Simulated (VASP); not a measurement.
**TiC: relaxation of the atoms with PBE**

System: TiC, a slab with vacuum.

```
CELL_PARAMETERS angstrom
3.06384 0.00000 0.00000
0.00000 3.06384 0.00000
0.00000 0.00000 18.33292
ATOMIC_POSITIONS crystal
Ti 0.50000 0.50000 0.38183
Ti 0.00000 0.00000 0.50000
Ti 0.50000 0.50000 0.61817
C 0.00000 0.00000 0.38183
C 0.50000 0.50000 0.50000
C 0.00000 0.00000 0.61817
```

* Program: VASP 6.6.1
* Task: relaxation of the atoms
* Functional: PBE
* Potentials or basis: VASP PAW PBE potentials, release 64 (Ti_sv, C)
* Cutoff: 520 eV
* k mesh: 9 × 9 × 1
* Occupations: gaussian, width 0.1 eV
* Spin: no spin polarisation
* Dipole correction: yes
* Atoms held fixed (from 0): [0, 3]
* Further INCAR settings: ALGO = Normal; EDIFF = 1e-07; IBRION = 2; EDIFFG = -0.03; NSW = 70

```yaml
Energy_gained_by_relaxing: 14.4 meV/atom
Ionic_steps: 9
Band_gap_on_the_k_mesh: zero (bands 24 and 25 overlap by 0.43 eV)
```

Step by step:
```
step  energy change (eV)  largest force on free atoms (eV/Å)  pressure (GPa)
   1              0.0000                              1.4265           -3.53
   2             -0.0690                              0.3019           -3.17
   3             -0.0690                              0.3083           -3.16
   4             -0.0741                              0.1420           -3.10
   5             -0.0776                              0.1881           -2.99
   6             -0.0815                              0.1668           -2.84
   7             -0.0841                              0.1530           -2.59
   8             -0.0861                              0.0516           -2.45
   9             -0.0863                              0.0286           -2.37
```

Final structure:
```
Ti C
1.0
     3.06384    0.00000    0.00000
     0.00000    3.06384    0.00000
     0.00000    0.00000   18.33292
Ti C
3 3
Cartesian
  1.5319 1.5319 7.0000
  0.0000 0.0000 9.1248
  1.5319 1.5319 11.2061
  0.0000 0.0000 7.0000
  1.5319 1.5319 9.1124
  0.0000 0.0000 11.3147
```

Levels at points of the mesh, in eV from the Fermi level:
| k point | band 22 | band 23 | band 24 | band 25 | band 26 | band 27 |
| --- | --- | --- | --- | --- | --- | --- |
| (0.00, 0.00, 0.00) | -0.24 | 0.18 | 0.18 | 0.53 | 1.19 | 1.32 |

Run time: 13 min on 1 thread of Intel(R) Xeon(R) Platinum 8259CL CPU @ 2.50GHz (Skylake/Cascade Lake) (shared host), peak memory 0.3 GiB.
